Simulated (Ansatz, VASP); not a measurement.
**Two plane-wave programs on KTaO3**

Contents of INCAR:

```
SYSTEM = KTaO3
PREC = Accurate
ENCUT = 520
EDIFF = 1E-6
ISMEAR = 0
SIGMA = 0.05
LREAL = .False.
LASPH = .True.
NELM = 100
ALGO = Normal
ISIF = 2
LWAVE = .False.
LCHARG = .False.
GGA = PS
NBANDS = 27
```

Contents of KPOINTS:

```
Automatic mesh
0
Gamma
  8 8 8
  0 0 0
```

The input POSCAR:

```
KTaO3
1.0
    3.9883000000      0.0000000000      0.0000000000
    0.0000000000      3.9883000000      0.0000000000
    0.0000000000      0.0000000000      3.9883000000
K Ta O
1 1 3
Direct
    0.5000000000      0.5000000000      0.5000000000
    0.0000000000      0.0000000000      0.0000000000
    0.5000000000      0.0000000000      0.0000000000
    0.0000000000      0.5000000000      0.0000000000
    0.0000000000      0.0000000000      0.5000000000
```

Input for Ansatz:

```yaml
crystal:
  lattice:
    - [3.9883, 0.0, 0.0]
    - [0.0, 3.9883, 0.0]
    - [0.0, 0.0, 3.9883]
  atoms:
    - { symbol: K, position: [0.5, 0.5, 0.5] }
    - { symbol: Ta, position: [0.0, 0.0, 0.0] }
    - { symbol: O, position: [0.5, 0.0, 0.0] }
    - { symbol: O, position: [0.0, 0.5, 0.0] }
    - { symbol: O, position: [0.0, 0.0, 0.5] }
basis:
  ecutwfc: 420
kpoints:
  mp_grid: { grid: [8, 8, 8] }
hamiltonian:
  xc: pbesol
scf:
  occupations: { method: gaussian, width: 0.05 }
output:
  forces: true
  stress: true
  eigenvalues: true
```

Alike in both runs: task single point; functional PBEsol; k mesh 8 × 8 × 8; occupations gaussian, width 0.05 eV; no spin polarisation.

|  | VASP | Ansatz |
| --- | --- | --- |
| version | VASP 6.6.1 | Ansatz 0.2.0 |
| potentials or method | VASP PAW PBE potentials, release 64 (K_sv, Ta_pv, O), cutoff 520 eV | scalar-relativistic, plane waves, PAW |
| valence electrons in the cell | 38 | 40 |

|  | VASP | Ansatz | Ansatz less VASP |
| --- | --- | --- | --- |
| gap on the k mesh at the Fermi level (eV) | 2.08 | 2.13 | +0.046 |
| least direct gap on the mesh (eV) | 2.71 | 2.74 | +0.036 |
| pressure (GPa) | 0.3 | -0.5 | -0.74 |

VASP's potentials were made for PBE, not for PBEsol. VASP's potentials hold 38 valence electrons a cell and Ansatz's 40, so a difference there can come from the potentials and not from the codes.

Neither program's run includes spin-orbit coupling.
